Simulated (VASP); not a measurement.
Ge:

```
Ge
1.0
    -2.49590    2.65086    1.43695
     2.49590   -2.65086    1.43695
     2.49590    2.65086   -1.43695
Ge
2
Direct
  0.18594 0.93594 0.25000
  0.81406 0.06406 0.75000
```

Base run:

| Property | Result |
| --- | --- |
| Program | VASP 6.6.1 |
| Functional | r2SCAN |
| Potentials or basis | VASP PAW PBE potentials, release 64 (Ge_d) |
| Cutoff | 520 eV |
| k mesh | 9 × 9 × 9 |
| Occupations | fermi-dirac, width 0.15 eV |
| Spin | no spin polarisation |

Its results: band gap on the k mesh zero (band 14 reaches 8.36 eV, above the bottom of band 15 at 2.81 eV); pressure -1.4 GPa; largest force 0.067 eV/Å.

Task: The run is repeated on the same cell with these changes: k mesh from 9 × 9 × 9 to 3 × 3 × 3. What comes out?

Result: Band gap on the k mesh zero (band 14 reaches 7.19 eV, above the bottom of band 15 at 2.81 eV); pressure -3.3 GPa; largest force 0.109 eV/Å.

Caveats: some runs use coarse meshes; the PAW data sets were made with another functional, which shifts forces and pressure a little.
